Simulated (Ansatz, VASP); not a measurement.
**Si3Sn: VASP beside Ansatz**

File INCAR:

```
SYSTEM = Si3Sn
PREC = Accurate
ENCUT = 520
EDIFF = 1E-7
ISMEAR = -1
SIGMA = 0.02
LREAL = .FALSE.
LASPH = .TRUE.
NELM = 150
ALGO = Normal
ISIF = 2
LWAVE = .FALSE.
LCHARG = .TRUE.
MAGMOM = 0 0 0 0 0 0 0 0 0 0 0 0
LORBIT = 11
LSORBIT = .TRUE.
GGA_COMPAT = .FALSE.
LORBMOM = .TRUE.
GGA = PE
LVHAR = .TRUE.
NBANDS = 40
```

File KPOINTS:

```
Automatic mesh
0
G
  4 4 4
  0 0 0
```

The input POSCAR:

```
Si3Sn
1.0
    4.0376389110      0.0000000000      0.0000000000
    0.0000000000      4.0376389110      0.0000000000
    0.0000000000      0.0000000000      5.7486205295
Si Sn
3 1
Direct
    0.5000000000      0.0000000000      0.7746010627
    0.5000000000      0.5000000000      0.0000000000
    0.0000000000      0.5000000000      0.2253989373
    0.0000000000      0.0000000000      0.5000000000
```

Input for Ansatz:

```yaml
crystal:
  lattice:
    - [4.037638911, 0.0, 0.0]
    - [0.0, 4.037638911, 0.0]
    - [0.0, 0.0, 5.7486205295]
  atoms:
    - { symbol: Si, position: [0.5, 0.0, 0.7746010627] }
    - { symbol: Si, position: [0.5, 0.5, 0.0] }
    - { symbol: Si, position: [0.0, 0.5, 0.2253989373] }
    - { symbol: Sn, position: [0.0, 0.0, 0.5] }
kpoints:
  mp_grid: { grid: [4, 4, 4] }
hamiltonian:
  xc: pbe
scf:
  occupations: { method: fermi_dirac, width: 0.02 }
  n_extra_bands: 32
magnetization:
  noncollinear: true
  spin_orbit: true
output:
  optics: { e_range: [0, 12], de: 0.05, sigma: 0.1, bands: scf }
```

Alike in both runs: task single point; functional PBE; k mesh 4 × 4 × 4; occupations fermi-dirac, width 0.02 eV; non-collinear spin, spin-orbit coupling.

```csv
,VASP,Ansatz
version,VASP 6.6.1,Ansatz 0.2.0
potentials or method,"VASP PAW PBE potentials, release 64 (Si, Sn_d)","plane waves, PAW"
plane-wave cutoff (eV),520,420
valence electrons in the cell,26,26
```

|  | VASP | Ansatz | Ansatz less VASP |
| --- | --- | --- | --- |
| net moment per atom (μB) | 0.00 | 0.00 | 0.000 |

With one functional, cell and mesh, what is left measures potentials, basis and numerics. Ansatz's warnings: optics on partly filled bands.

The k mesh is coarse, so the values compare programs but aren't converged.
